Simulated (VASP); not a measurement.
# Tl (I4/mmm) in VASP: notebook

Runs on Tl. Level: PBEsol. Tasks: single point.

All numbers are computed with VASP 6.6.1; they aren't measurements. Logs are shortened: lines on timing, memory, paths and dates and some standing lists are left out, and cuts for length are marked.

## Step 1: The cell of the first run

Symmetry: I4/mmm, No. 139, tetragonal system. Conventional cell: a = 3.824 Å, b = 3.824 Å, c = 3.766 Å, α = 90.00°, β = 90.00°, γ = 90.00°. Within 4.3 Å of Tl (site symmetry 4/mmm) lie 14 Tl at 3.29 to 3.82 Å.

## Step 2: Single point, PBEsol (strain -0.015 along x and y, -0.030 along z)

INCAR

```
ALGO = Fast
EDIFF = 1E-7
ENCUT = 520
GGA = PS
ISIF = 2
ISMEAR = 0
LASPH = True
LCHARG = False
LREAL = False
LWAVE = False
NBANDS = 12
NELM = 100
PREC = Accurate
SIGMA = 0.15
```

KPOINTS

```
k-points
0
Gamma
  18 18 18
```

POSCAR

```
Tl
1.0
   -1.9118850000      1.9118850000      1.8827700000
    1.9118850000     -1.9118850000      1.8827700000
    1.9118850000      1.9118850000     -1.8827700000
Tl
1
Direct
    0.0000000000      0.0000000000      0.0000000000
```

Potentials or basis: VASP PAW PBE potentials, release 64 (Tl_d).

On the command line:

```bash
$ cat potpaw_PBE.64/Tl_d/POTCAR > POTCAR
$ mpirun -np 1 vasp_std > vasp.out
```

OUTCAR:

```text
EDIFF = 1E-7
   ENCUT = 520
   GGA = PS
   ISIF = 2
   ISMEAR = 0
   LASPH = True
   LREAL = False
   NELM = 100
   PREC = Accurate

 ion  position               nearest neighbor table
   1  0.000  0.000  0.000-

  LATTYP: Found a body centered tetragonal cell.
 ALAT       =     3.8237700000
 C/A-ratio  =     0.9847715736

  Lattice vectors:

 A1 = (  -1.9118850000,   1.9118850000,   1.8827700000)
 A2 = (   1.9118850000,  -1.9118850000,   1.8827700000)
 A3 = (   1.9118850000,   1.9118850000,  -1.8827700000)

Analysis of symmetry for initial positions (statically):
=====================================================================
 Subroutine PRICEL returns:
 Original cell was already a primitive cell.

 Routine SETGRP: Setting up the symmetry group for a
 body centered tetragonal supercell.

 Subroutine GETGRP returns: Found 16 space group operations
 (whereof 16 operations were pure point group operations)
 out of a pool of 16 trial point group operations.

The static configuration has the point symmetry D_4h.

Analysis of symmetry for dynamics (positions and initial velocities):
=====================================================================
 Subroutine PRICEL returns:
 Original cell was already a primitive cell.

 Routine SETGRP: Setting up the symmetry group for a
 body centered tetragonal supercell.

 Subroutine GETGRP returns: Found 16 space group operations
 (whereof 16 operations were pure point group operations)
 out of a pool of 16 trial point group operations.

The dynamic configuration has the point symmetry D_4h.

 Subroutine INISYM returns: Found 16 space group operations
 (whereof 16 operations are pure point group operations),
 and found     1 'primitive' translations

----------------------------------------------------------------------------------------

                                     Primitive cell

  volume of cell :      27.5284

  direct lattice vectors                    reciprocal lattice vectors
    -1.911885000  1.911885000  1.882770000     0.000000000  0.261522006  0.265566160
     1.911885000 -1.911885000  1.882770000     0.261522006  0.000000000  0.265566160
     1.911885000  1.911885000 -1.882770000     0.261522006  0.261522006  0.000000000

  length of vectors
     3.294758167  3.294758167  3.294758167     0.372718587  0.372718587  0.369847967

  position of ions in fractional coordinates (direct lattice)
     0.000000000  0.000000000  0.000000000

  ion indices of the primitive-cell ions
[... 82 lines left out ...]
   POTIM  = 0.5000    time-step for ionic-motion
   TEBEG  =    0.0;   TEEND  =   0.0 temperature during run
   PSTRESS=    0.0 pullay stress
   NELECT =      13.0000    total number of electrons
   NUPDOWN=      -1.0000    fix difference up-down
   EMIN   =  10.00;   EMAX   =-10.00  energy-range for DOS
   EFERMI =   0.00;   METHOD = LEGACY
   ISMEAR =     0;   SIGMA  =   0.15  broadening in eV -4-tet -1-fermi 0-gaus
   EFERMI_NEDOS =   21; number of points for ismear=-14 and -15
   IALGO  =     68    algorithm
   IMIX   =      4    mixing-type and parameters
     AMIX     =   0.40;   BMIX     =  1.00
     AMIX_MAG =   1.60;   BMIX_MAG =  1.00
  volume/ion in A,a.u.               =      27.53       185.77
  Fermi-wavevector in a.u.,A,eV,Ry     =   1.274860  2.409135 22.113099  1.625267
  Thomas-Fermi vector in A             =   2.407604
   LORBIT       =      0    0 simple, 1 ext, 2 COOP (PROOUT), +10 PAW based schemes
   GGA     = PS    functional components
   LHFCALC =     F    Hartree Fock is set to
   AEXX    =    0.0000 exact exchange contribution
   IVDW    =     0    specifies the selected vdW correction
   LEPSILON=     F    determine dielectric tensor
   LRPA    =     F    only Hartree local field effects (RPA)
 non-spin polarized calculation
 RMM-DIIS sequential band-by-band and
 Gauss-broadening in eV      SIGMA  =   0.15
  energy-cutoff  :      520.00
  volume of cell :       27.53
 maximum number of plane-waves:       752
 NGX is ok and might be reduce to    28
   NGX = 13   NGY = 13   NGZ = 13

 number of electron      12.9999999 magnetization

 Free energy of the ion-electron system (eV)
  ---------------------------------------------------
  ext. energy  EPLUGINS =         0.00000000
  ---------------------------------------------------
  free energy    TOTEN  =        -2.62572960 eV

  energy without entropy =       -2.62217751  energy(sigma->0) =       -2.62395355

 E-fermi :   6.7929     XC(G=0): -10.5604

 val. band max:        6.7794960952   @ k =  -0.4444  -0.4444   0.2778
 cond. band min:       6.8040337679   @ k =  -0.1667   0.3889   0.1667
 fundamental gap:      0.0245376727
 Fermi energy:         6.7928633319

 k-point     1 :       0.0000    0.0000    0.0000
  band No.  band energies     occupation
      1      -4.8930      2.00000
      2      -4.8702      2.00000
      3      -4.8702      2.00000
      4      -4.4133      2.00000
      5      -4.3908      2.00000
      6      -3.5389      2.00000
      7      17.9877      0.00000
      8      17.9877      0.00000
      9      18.1552      0.00000
     10      19.1559      0.00000
     11      19.1559      0.00000
     12      19.3337      0.00000
[... 331 lines left out ...]
 k-point    24 :      -0.2222    0.0556    0.0000
  band No.  band energies     occupation
      1      -4.9456      2.00000
      2      -4.8681      2.00000
      3      -4.6322      2.00000
      4      -4.4623      2.00000
      5      -4.4044      2.00000
      6      -2.5572      2.00000
      7      12.4345      0.00000
      8      15.0046      0.00000
      9      15.9895      0.00000
     10      18.3216      0.00000
     11      19.2949      0.00000
     12      19.9086      0.00000

 [... further k-points ...]

------------------------ aborting loop because EDIFF is reached ----------------------------------------

  FORCE on cell =-STRESS in cart. coord.  units (eV):
  Direction    XX          YY          ZZ          XY          YZ          ZX
  --------------------------------------------------------------------------------------
  -------------------------------------------------------------------------------------
  Total        0.2351762      0.2351762      0.2554551      0.0000000      0.0000000      0.0000000
  in kB       13.6874720     13.6874720     14.8677222      0.0000000      0.0000000      0.0000000
  external PRESSURE =      14.0808887 kB  Pullay stress =       0.0000000 kB

 VOLUME and BASIS-vectors are now :
 -----------------------------------------------------------------------------
  energy-cutoff  :      520.00
  volume of cell :       27.53
      direct lattice vectors                 reciprocal lattice vectors
    -1.911885000  1.911885000  1.882770000     0.000000000  0.261522006  0.265566160
     1.911885000 -1.911885000  1.882770000     0.261522006  0.000000000  0.265566160
     1.911885000  1.911885000 -1.882770000     0.261522006  0.261522006  0.000000000

 POSITION                                       TOTAL-FORCE (eV/Angst)
 -----------------------------------------------------------------------------------
      0.00000      0.00000      0.00000        -0.000000      0.000000      0.000000
 -----------------------------------------------------------------------------------
    total drift:                               -0.000000     -0.000000     -0.000000

  FREE ENERGIE OF THE ION-ELECTRON SYSTEM (eV)
  ---------------------------------------------------
  free  energy   TOTEN  =        -2.6257295970 eV

  energy  without entropy=       -2.6221775098  energy(sigma->0) =       -2.62395355
```

OSZICAR:

```text
N       E                     dE             d eps       ncg     rms          rms(c)
DAV:   1     0.503061905955E+02    0.50306E+02   -0.67314E+03 12352   0.945E+02
DAV:   2    -0.205317811231E+01   -0.52359E+02   -0.51320E+02 13124   0.214E+02
DAV:   3    -0.266497674393E+01   -0.61180E+00   -0.61126E+00 13540   0.208E+01
DAV:   4    -0.266755103265E+01   -0.25743E-02   -0.25742E-02 13040   0.157E+00
DAV:   5    -0.266758011978E+01   -0.29087E-04   -0.29087E-04 13328   0.161E-01    0.245E+00
RMM:   6    -0.263225539468E+01    0.35325E-01   -0.44228E-02 11565   0.172E+00    0.166E+00
RMM:   7    -0.262621594321E+01    0.60395E-02   -0.19021E-02 11780   0.123E+00    0.725E-01
RMM:   8    -0.262574091373E+01    0.47503E-03   -0.13201E-03 12217   0.314E-01    0.871E-02
RMM:   9    -0.262573145581E+01    0.94579E-05   -0.17177E-04 13036   0.123E-01    0.348E-02
RMM:  10    -0.262572916614E+01    0.22897E-05   -0.26626E-05 12822   0.507E-02    0.121E-03
RMM:  11    -0.262572956250E+01   -0.39636E-06   -0.51749E-06 13170   0.206E-02    0.146E-03
RMM:  12    -0.262572959700E+01   -0.34503E-07   -0.85804E-07 10883   0.722E-03
   1 F= -.26257296E+01 E0= -.26239536E+01  d E =-.355209E-02
```

stdout:

```text
POSCAR found type information on POSCAR Tl
 POSCAR found :  1 types and       1 ions
 scaLAPACK will be used
 -----------------------------------------------------------------------------
|                                                                             |
|                                                                             |
|     You enforced a specific xc type in the INCAR file but a different       |
|     I HOPE YOU KNOW WHAT YOU ARE DOING!                                     |
|                                                                             |
 -----------------------------------------------------------------------------

 LDA part: xc-table for (Slater+PW92), standard interpolation
 POSCAR, INCAR and KPOINTS ok, starting setup
 FFT: planning ... GRIDC
 FFT: planning ... GRID_SOFT
 FFT: planning ... GRID
 WAVECAR not read
 entering main loop
```

It took 61 s on 1 thread of Intel Xeon 6975P-C (Granite Rapids), shared host; peak memory 0.27 GiB.

What came out:

| Item | Value |
| --- | --- |
| Free energy | -2.6257 eV |
| Pressure | 1.4 GPa |
| Band gap on the k mesh | zero (an odd number of electrons rules out a gap without spin polarisation) |

Stress tensor (GPa, compression positive):
```
1.37 0.00 0.00
0.00 1.37 0.00
0.00 0.00 1.49
```

Caveat: the cell differs from its parent crystal (strain -0.015 along x and y, -0.030 along z); the PAW data sets were made with another functional, which shifts forces and pressure a little; spin-orbit coupling is left out, which moves the levels of the heavy elements.

## Step 3: Single point, PBEsol (strain -0.030 along x and y, +0.015 along z)

INCAR

```
SYSTEM = Tl
ALGO = Fast
EDIFF = 1E-7
ENCUT = 520
GGA = PS
ISIF = 2
ISMEAR = 0
LASPH = .True.
LCHARG = .False.
LREAL = .False.
LWAVE = .False.
NBANDS = 12
NELM = 60
PREC = Accurate
SIGMA = 0.15
```

KPOINTS

```
k-points
0
Gamma
  18 18 18
  0 0 0
```

POSCAR

```
Tl
1.0
   -1.8827700000      1.8827700000      1.9701150000
    1.8827700000     -1.8827700000      1.9701150000
    1.8827700000      1.8827700000     -1.9701150000
Tl
1
Direct
    0.0000000000      0.0000000000      0.0000000000
```

Potentials or basis: VASP PAW PBE potentials, release 64 (Tl_d).

On the command line:

```bash
$ cat potpaw_PBE.64/Tl_d/POTCAR > POTCAR
$ mpirun -np 1 vasp_std > vasp.out
```

OUTCAR:

```text
SYSTEM = Tl
   EDIFF = 1E-7
   ENCUT = 520
   GGA = PS
   ISIF = 2
   ISMEAR = 0
   LASPH = .True.
   LREAL = .False.
   NELM = 60
   PREC = Accurate

 ion  position               nearest neighbor table
   1  0.000  0.000  0.000-

  LATTYP: Found a body centered tetragonal cell.
 ALAT       =     3.7655400000
 C/A-ratio  =     1.0463917526

  Lattice vectors:

 A1 = (  -1.8827700000,   1.8827700000,   1.9701150000)
[... 539 lines left out ...]
      9      15.8117      0.00000
     10      18.4360      0.00000
     11      19.0210      0.00000
     12      19.1753      0.00000

 [... further k-points ...]

------------------------ aborting loop because EDIFF is reached ----------------------------------------

  FORCE on cell =-STRESS in cart. coord.  units (eV):
  Direction    XX          YY          ZZ          XY          YZ          ZX
  --------------------------------------------------------------------------------------
  -------------------------------------------------------------------------------------
  Total        0.1762126      0.1762126      0.0692237      0.0000000      0.0000000      0.0000000
  in kB       10.1065128     10.1065128      3.9702629      0.0000000      0.0000000      0.0000000
  external PRESSURE =       8.0610961 kB  Pullay stress =       0.0000000 kB

 VOLUME and BASIS-vectors are now :
 -----------------------------------------------------------------------------
  energy-cutoff  :      520.00
  volume of cell :       27.93
      direct lattice vectors                 reciprocal lattice vectors
    -1.882770000  1.882770000  1.970115000     0.000000000  0.265566160  0.253792291
     1.882770000 -1.882770000  1.970115000     0.265566160  0.000000000  0.253792291
     1.882770000  1.882770000 -1.970115000     0.265566160  0.265566160  0.000000000

 POSITION                                       TOTAL-FORCE (eV/Angst)
 -----------------------------------------------------------------------------------
      0.00000      0.00000      0.00000        -0.000000     -0.000000      0.000000
 -----------------------------------------------------------------------------------
    total drift:                               -0.000000     -0.000000     -0.000000

  FREE ENERGIE OF THE ION-ELECTRON SYSTEM (eV)
  ---------------------------------------------------
  free  energy   TOTEN  =        -2.6271368738 eV

  energy  without entropy=       -2.6225131942  energy(sigma->0) =       -2.62482503
```

stdout:

```text
POSCAR found type information on POSCAR Tl
 POSCAR found :  1 types and       1 ions
 scaLAPACK will be used
 -----------------------------------------------------------------------------
|                                                                             |
|                                                                             |
|     You enforced a specific xc type in the INCAR file but a different       |
|     I HOPE YOU KNOW WHAT YOU ARE DOING!                                     |
|                                                                             |
 -----------------------------------------------------------------------------

 LDA part: xc-table for (Slater+PW92), standard interpolation
 POSCAR, INCAR and KPOINTS ok, starting setup
 FFT: planning ... GRIDC
 FFT: planning ... GRID_SOFT
 FFT: planning ... GRID
 WAVECAR not read
 entering main loop
```

Wall time 61 s (1 thread of Intel Xeon 6975P-C (Granite Rapids), shared host); peak memory 0.28 GiB.

Results:

- Free energy: -2.6271 eV
- Pressure: 0.8 GPa
- Band gap on the k mesh: zero (an odd number of electrons rules out a gap without spin polarisation)

Stress tensor (GPa, compression positive):
```
1.01 0.00 0.00
0.00 1.01 0.00
0.00 0.00 0.40
```

Levels at points of the mesh, in eV from the Fermi level:
```tsv
k point	band 4	band 5	band 6	band 7	band 8	band 9
(0.00, 0.00, 0.00)	-11.23	-11.17	-10.24	10.84	11.12	11.12
(0.50, 0.00, 0.00)	-11.18	-10.90	-5.09	-2.91	6.14	7.48
(0.50, 0.50, 0.00)	-11.17	-10.88	-4.82	-2.77	5.52	6.72
(0.50, 0.50, 0.50)	-10.96	-10.96	-1.49	0.83	1.71	1.71
```

Caveat: the cell differs from its parent crystal (strain -0.030 along x and y, +0.015 along z); the PAW data sets were made with another functional, which shifts forces and pressure a little; spin-orbit coupling is left out, which moves the levels of the heavy elements.

[end of part 1 of 2]

The gap in the log of VASP goes by the Fermi energy; the results here count the filled bands.